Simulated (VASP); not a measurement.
Runs of VASP 6.6.1 on CdTe. The structure is that of space group F-43m (No. 216), or close to it. The cells are those of the table. 

| level | cell | smearing | gap on the mesh (eV) | pressure (GPa) |
| --- | --- | --- | --- | --- |
| PBE+D4 | a = 4.576 Å, angles 60.0°, 2 atoms | gaussian 0.05 eV | 0.78 | 1.0 |
| BLYP | a = 4.814 Å, angles 60.0°, 2 atoms | gaussian 0.05 eV | 0.26 | -0.4 |
| BLYP | a = 4.845 Å, angles 60.0°, 2 atoms | gaussian 0.05 eV | 0.20 | -0.9 |
| BLYP | a = 4.750 Å, angles 60.0°, 2 atoms | gaussian 0.05 eV | 0.37 | 0.8 |
| PBE+D4 | a = 4.545 Å, angles 60.0°, 2 atoms | gaussian 0.05 eV | 0.85 | 2.0 |
| r2SCAN+D3(BJ) | a = 4.584 Å, angles 60.0°, 2 atoms | gaussian 0.05 eV | 1.27 | 0.9 |
| revPBE | a = 4.733 Å, angles 60.0°, 2 atoms | gaussian 0.05 eV | 0.59 | (a) |
| PBE | a = 4.533 Å, angles 60.0°, 2 atoms | tetrahedron | (b) | 4.4 |

Alike in all rows: task single point; potentials or basis VASP PAW PBE potentials, release 64 (Cd, Te); no spin polarisation; k mesh 6 × 6 × 6; cutoff (eV) 520.

Task: Fill in the values left out.

Result: (a) 0.1; (b) 0.87.

Caveats: spin-orbit coupling is left out, which moves the levels of the heavy elements; the PAW data sets were made with another functional, which shifts forces and pressure a little (some runs); three body term missing (some runs).

A k mesh can miss the band edges, and the runs leave out spin-orbit coupling on Cd, Te.
